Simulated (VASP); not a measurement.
# SnO2 (Fm-3m) in VASP: further runs

The runs below take SnO2 through single point, with PBE-based global hybrid, HSE06, PBE.

Everything below comes from runs of VASP 6.6.1. Logs are shortened: lines on timing, memory, paths and dates and some standing lists are left out, and cuts for length are marked.

### 1 The cell of the first run

It takes space group Fm-3m (No. 225, cubic). Conventional cell: a = 5.067 Å, b = 5.067 Å, c = 5.067 Å, α = 90.00°, β = 90.00°, γ = 90.00°. Within 2.9 Å of Sn (site symmetry m-3m) lie 8 O at 2.19 Å. O (site symmetry -43m) has 4 Sn at 2.19 Å and 6 O at 2.53 Å within 2.9 Å.

### 2 Single point, PBE-based global hybrid

Input file POSCAR:

```
SnO2
1.0
    0.0000000000      2.5334669704      2.5334669704
    2.5334669704      0.0000000000      2.5334669704
    2.5334669704      2.5334669704      0.0000000000
Sn O
1 2
Direct
    0.0000000000      0.0000000000      0.0000000000
    0.2500000000      0.2500000000      0.2500000000
    0.7500000000      0.7500000000      0.7500000000
```

Input file INCAR.step1:

```
SYSTEM = SnO2
PREC     = Accurate       ! precision mode
ENCUT    = 520            ! plane-wave cutoff, eV
EDIFF    = 1E-5           ! SCF threshold, eV
ISMEAR   = 0              ! smearing method
SIGMA    = 0.01           ! smearing width, eV
LREAL    = .FALSE.        ! projectors in reciprocal space
LASPH    = .TRUE.         ! aspherical terms in the spheres
NELM     = 100            ! most SCF steps
ALGO     = Normal         ! electronic algorithm
ISIF     = 2              ! what is computed and relaxed
LWAVE    = .TRUE.         ! write WAVECAR
LCHARG   = .FALSE.        ! write CHGCAR
GGA      = PE             ! functional
NBANDS   = 20             ! bands
```

Input file INCAR.step2:

```
SYSTEM = SnO2
PREC     = Accurate       ! precision mode
ENCUT    = 520            ! plane-wave cutoff, eV
EDIFF    = 1E-6           ! SCF threshold, eV
ISMEAR   = 0              ! smearing method
SIGMA    = 0.01           ! smearing width, eV
LREAL    = .FALSE.        ! projectors in reciprocal space
LASPH    = .TRUE.         ! aspherical terms in the spheres
NELM     = 100            ! most SCF steps
ALGO     = Normal         ! electronic algorithm
ISIF     = 2              ! what is computed and relaxed
LWAVE    = .FALSE.        ! write WAVECAR
LCHARG   = .FALSE.        ! write CHGCAR
GGA      = PE             ! functional
LHFCALC  = .TRUE.         ! exact exchange
AEXX     = 0.2            ! exact-exchange fraction
PRECFOCK = Normal       
ISTART   = 1            
NBANDS   = 20             ! bands
```

Input file KPOINTS:

```
Automatic mesh
0
G
  4 4 4
  0 0 0
```

Potentials or basis: VASP PAW PBE potentials, release 64 (Sn_d, O).

On the command line:

```sh
$ cat potpaw_PBE.64/Sn_d/POTCAR potpaw_PBE.64/O/POTCAR > POTCAR
$ cp INCAR.step1 INCAR
$ mpirun -np 1 vasp_std > vasp.out
$ cp INCAR.step2 INCAR
$ mpirun -np 1 vasp_std > vasp.out
```

OUTCAR:

```text
SYSTEM = SnO2
   PREC = Accurate
   ENCUT = 520
   EDIFF = 1E-6
   ISMEAR = 0
   LREAL = .FALSE.
   LASPH = .TRUE.
   NELM = 100
   ISIF = 2
   GGA = PE
   LHFCALC = .TRUE.
   AEXX = 0.2
   PRECFOCK = Normal
   ISTART = 1

 ion  position               nearest neighbor table
   1  0.000  0.000  0.000-   3 2.19   3 2.19   3 2.19   2 2.19   3 2.19   2 2.19   2 2.19   2 2.19

   2  0.250  0.250  0.250-   1 2.19   1 2.19   1 2.19   1 2.19
   3  0.750  0.750  0.750-   1 2.19   1 2.19   1 2.19   1 2.19

  LATTYP: Found a face centered cubic cell.
 ALAT       =     5.0669339408

  Lattice vectors:

 A1 = (   0.0000000000,   2.5334669704,   2.5334669704)
 A2 = (   2.5334669704,   0.0000000000,   2.5334669704)
 A3 = (   2.5334669704,   2.5334669704,   0.0000000000)

Analysis of symmetry for initial positions (statically):
=====================================================================
 Subroutine PRICEL returns:
 Original cell was already a primitive cell.

 Routine SETGRP: Setting up the symmetry group for a
 face centered cubic supercell.

 Subroutine GETGRP returns: Found 48 space group operations
 (whereof 48 operations were pure point group operations)
 out of a pool of 48 trial point group operations.

The static configuration has the point symmetry O_h .

Analysis of symmetry for dynamics (positions and initial velocities):
=====================================================================
 Subroutine PRICEL returns:
 Original cell was already a primitive cell.

 Routine SETGRP: Setting up the symmetry group for a
 face centered cubic supercell.

 Subroutine GETGRP returns: Found 48 space group operations
 (whereof 48 operations were pure point group operations)
 out of a pool of 48 trial point group operations.

The dynamic configuration has the point symmetry O_h .

 Subroutine INISYM returns: Found 48 space group operations
 (whereof 48 operations are pure point group operations),
 and found     1 'primitive' translations

----------------------------------------------------------------------------------------

                                     Primitive cell

  volume of cell :      32.5219

  direct lattice vectors                    reciprocal lattice vectors
     0.000000000  2.533466970  2.533466970    -0.197358010  0.197358010  0.197358010
     2.533466970  0.000000000  2.533466970     0.197358010 -0.197358010  0.197358010
     2.533466970  2.533466970  0.000000000     0.197358010  0.197358010 -0.197358010
[... 76 lines left out ...]
   ISYM   =      3    0-nonsym 1-usesym 2-fastsym
   POTIM  = 0.5000    time-step for ionic-motion
   TEBEG  =    0.0;   TEEND  =   0.0 temperature during run
   PSTRESS=    0.0 pullay stress
   NELECT =      26.0000    total number of electrons
   NUPDOWN=      -1.0000    fix difference up-down
   EMIN   =  10.00;   EMAX   =-10.00  energy-range for DOS
   EFERMI =   0.00;   METHOD = LEGACY
   ISMEAR =     0;   SIGMA  =   0.01  broadening in eV -4-tet -1-fermi 0-gaus
   EFERMI_NEDOS =   21; number of points for ismear=-14 and -15
   IALGO  =     38    algorithm
   IMIX   =      1    mixing-type and parameters
     AMIX     =   0.40;   BMIX     =  1.00
     AMIX_MAG =   1.60;   BMIX_MAG =  1.00
  volume/ion in A,a.u.               =      10.84        73.16
  Fermi-wavevector in a.u.,A,eV,Ry     =   1.519407  2.871262 31.410365  2.308597
  Thomas-Fermi vector in A             =   2.628397
   LORBIT       =      0    0 simple, 1 ext, 2 COOP (PROOUT), +10 PAW based schemes
   GGA     = PE    functional components
   LHFCALC =     T    Hartree Fock is set to
   PRECFOCK=normal    Normal, Fast or Accurate (Low or Medium for compatibility)
   ENCUT4O =  -1.0   cutoff for four orbital integrals eV
   NKREDX  =     1    reduce k-point grid by
   NKREDY  =     1    reduce k-point grid by
   NKREDZ  =     1    reduce k-point grid by
   AEXX    =    0.2000 exact exchange contribution
   HFSCREEN=    0.0000 screening length (either q_TF or 0.3 A-1)
   HFSCREENC=   0.0000 screening length for correlation (either q_TF or 0.3 A-1)
   ENCUTFOCK=  -1.0 apply spherical cutoff to Coloumb kernel
   IVDW    =     0    specifies the selected vdW correction
   LEPSILON=     F    determine dielectric tensor
   LRPA    =     F    only Hartree local field effects (RPA)
 non-spin polarized calculation
 Gauss-broadening in eV      SIGMA  =   0.01
  energy-cutoff  :      520.00
  volume of cell :       32.52
 maximum number of plane-waves:       893
 NGX is ok and might be reduce to    28
  NGX = 20; NGY = 20; NGZ = 20

 number of electron      25.9999988 magnetization

 Free energy of the ion-electron system (eV)
  ---------------------------------------------------
  ext. energy  EPLUGINS =         0.00000000
  ---------------------------------------------------
  free energy    TOTEN  =       -23.08753130 eV

  energy without entropy =      -23.08753130  energy(sigma->0) =      -23.08753130

 E-fermi :   6.9877     XC(G=0):  -9.8672

 val. band max:        6.8656085782   @ k =  -0.2500   0.5000   0.2500
 cond. band min:       8.8535370337   @ k =   0.0000   0.0000   0.0000
 fundamental gap:      1.9879284555
 Fermi energy:         6.9876640346

 k-point     1 :       0.0000    0.0000    0.0000
  band No.  band energies     occupation
      1     -14.9868      2.00000
      2     -14.9868      2.00000
      3     -14.9868      2.00000
      4     -14.7922      2.00000
      5     -14.7922      2.00000
      6     -14.2698      2.00000
[... 173 lines left out ...]
     19      25.9911      0.00000
     20      27.8596      0.00000

------------------------ aborting loop because EDIFF is reached ----------------------------------------

  FORCE on cell =-STRESS in cart. coord.  units (eV):
  Direction    XX          YY          ZZ          XY          YZ          ZX
  --------------------------------------------------------------------------------------
  -------------------------------------------------------------------------------------
  Total        0.0227243      0.0227243      0.0227243     -0.0000000     -0.0000000      0.0000000
  in kB        1.1195057      1.1195057      1.1195057     -0.0000000     -0.0000000      0.0000000
  external PRESSURE =       1.1195057 kB  Pullay stress =       0.0000000 kB

 VOLUME and BASIS-vectors are now :
 -----------------------------------------------------------------------------
  energy-cutoff  :      520.00
  volume of cell :       32.52
      direct lattice vectors                 reciprocal lattice vectors
     0.000000000  2.533466970  2.533466970    -0.197358010  0.197358010  0.197358010
     2.533466970  0.000000000  2.533466970     0.197358010 -0.197358010  0.197358010
     2.533466970  2.533466970  0.000000000     0.197358010  0.197358010 -0.197358010

 POSITION                                       TOTAL-FORCE (eV/Angst)
 -----------------------------------------------------------------------------------
      0.00000      0.00000      0.00000         0.000000      0.000000      0.000000
      1.26673      1.26673      1.26673         0.000000      0.000000      0.000000
      3.80020      3.80020      3.80020        -0.000000     -0.000000     -0.000000
 -----------------------------------------------------------------------------------
    total drift:                               -0.000001     -0.000001     -0.000001

  FREE ENERGIE OF THE ION-ELECTRON SYSTEM (eV)
  ---------------------------------------------------
  free  energy   TOTEN  =       -23.0875313040 eV

  energy  without entropy=      -23.0875313040  energy(sigma->0) =      -23.08753130
```

OUTCAR.step1:

```text
SYSTEM = SnO2
   PREC = Accurate
   ENCUT = 520
   EDIFF = 1E-5
   ISMEAR = 0
   LREAL = .FALSE.
   LASPH = .TRUE.
   NELM = 100
[... 390 lines left out ...]
      0.00000      0.00000      0.00000         0.000000     -0.000000      0.000000
      1.26673      1.26673      1.26673        -0.000000     -0.000000     -0.000000
      3.80020      3.80020      3.80020         0.000000      0.000000      0.000000
 -----------------------------------------------------------------------------------
    total drift:                                0.000000      0.000000      0.000000

  FREE ENERGIE OF THE ION-ELECTRON SYSTEM (eV)
  ---------------------------------------------------
  free  energy   TOTEN  =       -17.8539122618 eV

  energy  without entropy=      -17.8539122618  energy(sigma->0) =      -17.85391226
```

OSZICAR.step1:

```text
N       E                     dE             d eps       ncg     rms          rms(c)
DAV:   1     0.248428694148E+03    0.24843E+03   -0.13616E+04   352   0.205E+03
DAV:   2     0.375639062602E+01   -0.24467E+03   -0.23431E+03   368   0.504E+02
DAV:   3    -0.204093490093E+02   -0.24166E+02   -0.23915E+02   372   0.133E+02
DAV:   4    -0.210548246388E+02   -0.64548E+00   -0.64519E+00   352   0.226E+01
DAV:   5    -0.210703714132E+02   -0.15547E-01   -0.15546E-01   432   0.367E+00    0.110E+01
DAV:   6    -0.178409961564E+02    0.32294E+01   -0.11228E+01   456   0.561E+01    0.392E+00
DAV:   7    -0.178687371076E+02   -0.27741E-01   -0.69314E-01   336   0.585E+00    0.197E+00
DAV:   8    -0.178553425052E+02    0.13395E-01   -0.65646E-02   336   0.257E+00    0.366E-01
DAV:   9    -0.178533814436E+02    0.19611E-02   -0.11402E-02   460   0.164E+00    0.828E-02
DAV:  10    -0.178539091125E+02   -0.52767E-03   -0.13250E-03   336   0.375E-01    0.192E-02
DAV:  11    -0.178539122618E+02   -0.31492E-05   -0.44741E-05   424   0.100E-01
   1 F= -.17853912E+02 E0= -.17853912E+02  d E =-.115007E-22
```

It took 14 min on 1 thread of AMD EPYC 7R13, shared host; peak memory 0.14 GiB.

What came out:

- Free energy: -23.0875 eV
- Pressure: 0.1 GPa
- Band gap on the k mesh: 1.99 eV, indirect (least direct gap 3.46 eV)

Caveat: the k points lie up to 0.54 Å⁻¹ apart; the PAW data sets were made with another functional, which shifts forces and pressure a little; spin-orbit coupling is left out, which moves the levels of the heavy elements. A k mesh can miss the band edges.

### 3 Single point, HSE06

POSCAR is that of step 2.

Input file INCAR.step1:

```
SYSTEM = SnO2
ALGO = Normal
EDIFF = 1E-5
ENCUT = 520
GGA = PE
ISIF = 2
ISMEAR = -1
LASPH = .True.
LREAL = .False.
LWAVE = .True.
NBANDS = 20
NELM = 60
PREC = Accurate
SIGMA = 0.001
```

Input file INCAR.step2:

```
SYSTEM = SnO2
ALGO = Normal
EDIFF = 1E-7
ENCUT = 520
GGA = PE
HFSCREEN = 0.2079
ISIF = 2
ISMEAR = -1
ISTART = 1
LASPH = .True.
LCHARG = .True.
LELF = .True.
LHFCALC = .True.
LREAL = .False.
LVHAR = .True.
LWAVE = .False.
NBANDS = 20
NELM = 60
PREC = Accurate
PRECFOCK = Normal
SIGMA = 0.001
```

Input file KPOINTS:

```
k-points
0
Gamma
  4 4 4
  0 0 0
```

Potentials or basis: VASP PAW PBE potentials, release 64 (Sn_d, O).

On the command line:

```sh
$ cat potpaw_PBE.64/Sn_d/POTCAR potpaw_PBE.64/O/POTCAR > POTCAR
$ cp INCAR.step1 INCAR
$ mpirun -np 1 vasp_std > vasp.out
$ cp INCAR.step2 INCAR
$ mpirun -np 1 vasp_std > vasp.out
```

It took 17 min on 1 thread of AMD EPYC 7R13, shared host; peak memory 0.23 GiB.

Results (log left out):

```yaml
Free_energy: -22.7719 eV
Pressure: -2.0 GPa
Band_gap_on_the_k_mesh: 1.68 eV, indirect (least direct gap 3.17 eV)
```

Levels at points of the mesh, in eV from the valence-band top:
| k point | band 11 | band 12 | band 13 | band 14 | band 15 | band 16 |
| --- | --- | --- | --- | --- | --- | --- |
| (0.00, 0.00, 0.00) | -1.49 | -1.49 | -1.49 | 1.68 | 8.78 | 8.78 |
| (0.50, 0.00, 0.00) | -3.68 | -2.33 | -2.33 | 6.62 | 9.76 | 12.42 |
| (0.50, 0.50, 0.00) | -0.21 | -0.21 | -0.14 | 4.84 | 8.96 | 11.76 |

Caveat: the k points lie up to 0.54 Å⁻¹ apart; the PAW data sets were made with another functional, which shifts forces and pressure a little; spin-orbit coupling is left out, which moves the levels of the heavy elements.

### 4 Single point, PBE

Input file INCAR:

```
SYSTEM = SnO2
PREC = Accurate
ENCUT = 600
EDIFF = 1E-6
ISMEAR = 0
SIGMA = 0.01
LREAL = .False.
LASPH = .True.
NELM = 120
ALGO = Normal
ISIF = 2
LWAVE = .False.
LCHARG = .True.
GGA = PE
LELF = .True.
LVHAR = .True.
NBANDS = 20
GGA_COMPAT = .False.
```

Input file KPOINTS:

```
regular mesh
0
Gamma
  4 4 4
  0 0 0
```

POSCAR is that of step 3.

On the command line:

```sh
$ cat potpaw_PBE.64/Sn_d/POTCAR potpaw_PBE.64/O/POTCAR > POTCAR
$ mpirun -np 1 vasp_std > vasp.out
```

Run time: 9.6 s. Hardware: 1 thread of Intel Xeon 6975P-C, shared host; peak memory 0.16 GiB.

The run converged. Its results:

```
Free energy            : -17.8587 eV
Pressure               : 9.5 GPa
Band gap on the k mesh : 0.27 eV, indirect (least direct gap 1.67 eV)
```

Levels at points of the mesh, in eV from the valence-band top:
| k point | band 11 | band 12 | band 13 | band 14 | band 15 | band 16 |
| --- | --- | --- | --- | --- | --- | --- |
| (0.00, 0.00, 0.00) | -1.40 | -1.40 | -1.40 | 0.27 | 7.12 | 7.12 |
| (0.50, 0.00, 0.00) | -3.43 | -2.14 | -2.14 | 4.91 | 8.05 | 10.45 |
| (0.50, 0.50, 0.00) | -0.20 | -0.20 | -0.12 | 3.29 | 7.26 | 9.95 |

Caveat: the k points lie up to 0.54 Å⁻¹ apart; spin-orbit coupling is left out, which moves the levels of the heavy elements.

### 5 Single point, PBE

Input file INCAR:

```
PREC = Accurate
ENCUT = 600
EDIFF = 1E-6
ISMEAR = 0
SIGMA = 0.01
LREAL = False
LASPH = True
NELM = 120
ALGO = Normal
ISIF = 2
LWAVE = False
LCHARG = True
GGA = PE
LELF = True
LVHAR = True
NBANDS = 20
GGA_COMPAT = False
```

Input file KPOINTS:

```
Automatic mesh
0
Gamma
  5 5 5
```

POSCAR is that of step 4.

On the command line:

```sh
$ cat potpaw_PBE.64/Sn_d/POTCAR potpaw_PBE.64/O/POTCAR > POTCAR
$ mpirun -np 1 vasp_std > vasp.out
```

Wall time 11 s (1 thread of Intel Xeon 6975P-C, shared host); peak memory 0.17 GiB.

Results (log left out):

```yaml
Free_energy: -17.8681 eV
Pressure: 9.7 GPa
Band_gap_on_the_k_mesh: 0.42 eV, indirect (least direct gap 1.68 eV)
```

Levels at points of the mesh, in eV from the valence-band top:
```csv
k point,band 10,band 11,band 12,band 13,band 14,band 15,band 16,band 17
"(0.00, 0.00, 0.00)",-2.79,-1.26,-1.26,-1.26,0.42,7.27,7.27,7.27
```

Caveat: the k points lie up to 0.43 Å⁻¹ apart; spin-orbit coupling is left out, which moves the levels of the heavy elements. As with any semilocal functional, this PBE gap is likely too small.

### 6 Single point, PBE

Input file INCAR:

```
  PREC = Accurate
  ENCUT = 600
  EDIFF = 1E-6
  ISMEAR = 0
  SIGMA = 0.01
  LREAL = False
  LASPH = True
  NELM = 120
  ALGO = Normal
  ISIF = 2
  LWAVE = False
  LCHARG = True
  GGA = PE
  LELF = True
  LVHAR = True
  NBANDS = 20
  GGA_COMPAT = False
```

Input file KPOINTS:

```
regular mesh
0
Gamma
  6 6 6
```

POSCAR is that of step 5.

Potentials or basis: VASP PAW PBE potentials, release 64 (Sn_d, O).

On the command line:

```sh
$ cat potpaw_PBE.64/Sn_d/POTCAR potpaw_PBE.64/O/POTCAR > POTCAR
$ mpirun -np 1 vasp_std > vasp.out
```

Wall time 15 s (1 thread of Intel Xeon 6975P-C, shared host); peak memory 0.17 GiB.

Results (log left out):

```yaml
Free_energy: -17.8706 eV
Pressure: 9.8 GPa
Band_gap_on_the_k_mesh: 0.30 eV, indirect (least direct gap 1.68 eV)
```

Levels at points of the mesh, in eV from the valence-band top:
```
           k point  band 10  band 11  band 12  band 13  band 14  band 15  band 16  band 17
(0.00, 0.00, 0.00)    -2.91    -1.38    -1.38    -1.38     0.30     7.15     7.15     7.15
(0.50, 0.00, 0.00)    -3.41    -3.41    -2.12    -2.12     4.93     8.07    10.48    10.48
(0.50, 0.50, 0.00)    -5.55    -0.18    -0.18    -0.10     3.32     7.28     9.97    12.34
```

Caveat: spin-orbit coupling is left out, which moves the levels of the heavy elements. A k mesh can miss the band edges.

### 7 Summary

```csv
level,k mesh,cutoff (eV),smearing,grid for exact exchange (PRECFOCK),share of exact exchange,screening parameter,gap on the mesh (eV),pressure (GPa)
PBE-based global hybrid,4 × 4 × 4,520,gaussian 0.01 eV,Normal,0.2,-,1.99,0.1
HSE06,4 × 4 × 4,520,fermi-dirac 0.001 eV,Normal,-,0.2079 1/Å,1.68,-2.0
PBE,4 × 4 × 4,600,gaussian 0.01 eV,-,-,-,0.27,9.5
PBE,5 × 5 × 5,600,gaussian 0.01 eV,-,-,-,0.42,9.7
PBE,6 × 6 × 6,600,gaussian 0.01 eV,-,-,-,0.30,9.8
```

Alike in all rows: task single point; potentials or basis VASP PAW PBE potentials, release 64 (Sn_d, O); no spin polarisation; cell as given.

Caveats: some runs use coarse meshes; spin-orbit coupling is left out, which moves the levels of the heavy elements; the PAW data sets were made with another functional, which shifts forces and pressure a little (some runs).

Absolute energies hang on the potentials; compare differences alone.
